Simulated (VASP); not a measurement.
A run of VASP 6.6.1 is set up as follows.

Contents of POSCAR:

```
CuO
1.0
    3.1754955000      0.0000000000      0.0000000000
    0.0000000000      3.1754955000      0.0000000000
    0.0000000000      0.0000000000      4.6495318700
Cu O
2 2
Direct
    0.0000000000      0.0000000000      0.0000000000
    0.5000000000      0.5000000000      0.0000000000
    0.5000000000      0.0000000000      0.2670000000
    0.0000000000      0.5000000000      0.7330000000
```

INCAR.step1

```
SYSTEM = CuO
PREC = Accurate
ENCUT = 520
EDIFF = 1E-5
ISMEAR = -1
SIGMA = 0.05
LREAL = .False.
LASPH = .True.
NELM = 80
ALGO = Normal
ISIF = 2
LWAVE = .True.
LCHARG = .False.
GGA = PE
NBANDS = 25
```

The input INCAR.step2:

```
SYSTEM = CuO
PREC = Accurate
ENCUT = 520
EDIFF = 1E-7
ISMEAR = -1
SIGMA = 0.05
LREAL = .False.
LASPH = .True.
NELM = 80
ALGO = Normal
ISIF = 2
LWAVE = .False.
LCHARG = .False.
GGA = PE
LHFCALC = .True.
AEXX = 0.25
PRECFOCK = Normal
ISTART = 1
NBANDS = 25
```

KPOINTS

```
regular mesh
0
Gamma
  5 5 4
  0 0 0
```

Potentials or basis: VASP PAW PBE potentials, release 64 (Cu, O).

Command:

```console
$ cat potpaw_PBE.64/Cu/POTCAR potpaw_PBE.64/O/POTCAR > POTCAR
$ cp INCAR.step1 INCAR
$ mpirun -np 1 vasp_std > vasp.out
$ cp INCAR.step2 INCAR
$ mpirun -np 1 vasp_std > vasp.out
```

(1) Predict the band gap on the k mesh.

(2) Predict the largest force.

Results:

(1) zero (bands 17 and 18 overlap by 2.56 eV).

(2) 1.648 eV/Å.

Caveat: the k points lie up to 0.40 Å⁻¹ apart, too coarse for converged energies and pressures of a metal; the PAW data sets were made with another functional, which shifts forces and pressure a little.
